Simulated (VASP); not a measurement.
Write the native input for VASP 6.6.1 that does the following.

```yaml
Task: single point
Functional: PBE
Potentials_or_basis: VASP PAW PBE potentials, release 64 (Hf_pv, Si, O)
Cutoff: 520 eV
k_mesh: 6 × 6 × 6
Occupations: gaussian, width 0.02 eV
Spin: no spin polarisation
Dipole_correction: no
Further_INCAR_settings: ALGO = Normal; EDIFF = 1e-06; NBANDS = 50
```

The structure of HfSiO4 lies in POSCAR:

```
HfSiO4
1.0
   -3.3228000747      3.3228000747      3.0071038838
    3.3228000747     -3.3228000747      3.0071038838
    3.3228000747      3.3228000747     -3.0071038838
Hf Si O
2 2 8
Direct
    0.7500000000      0.2500000000      0.5000000000
    0.0000000000      0.0000000000      0.0000000000
    0.2500000000      0.7500000000      0.5000000000
    0.5000000000      0.5000000000      0.0000000000
    0.1347400148      0.3189254326      0.8158145823
    0.0689254326      0.7531108503      0.6841854177
    0.5031108503      0.3189254326      0.1841854177
    0.0689254326      0.3847400148      0.3158145823
    0.6152599852      0.9310745674      0.6841854177
    0.6810745674      0.8652599852      0.1841854177
    0.2468891497      0.9310745674      0.3158145823
    0.6810745674      0.4968891497      0.8158145823
```

These files were run (other wordings do the same):

INCAR

```
ALGO = Normal ; EDIFF = 1E-6
ENCUT = 520 ; GGA = PE
ISIF = 2 ; ISMEAR = 0
LASPH = True ; LCHARG = False
LREAL = False ; LWAVE = False
NBANDS = 50 ; NELM = 80
PREC = Accurate ; SIGMA = 0.02
```

KPOINTS

```
k-points
0
Gamma
  6 6 6
```

Potentials or basis: VASP PAW PBE potentials, release 64 (Hf_pv, Si, O).

The run is started by

```bash
$ cat potpaw_PBE.64/Hf_pv/POTCAR potpaw_PBE.64/Si/POTCAR potpaw_PBE.64/O/POTCAR > POTCAR
$ mpirun -np 1 vasp_std > vasp.out
```

Results of the run:

- Pressure: -1.6 GPa
- Largest force: 0.186 eV/Å
- Band gap on the k mesh: 5.27 eV (least direct gap 5.60 eV)

Caveat: spin-orbit coupling is left out, which moves the levels of the heavy elements.

Run time: 2.7 min on 1 thread of Intel(R) Xeon(R) Platinum 8488C (Sapphire Rapids), with other jobs on the host, peak memory 0.35 GiB.
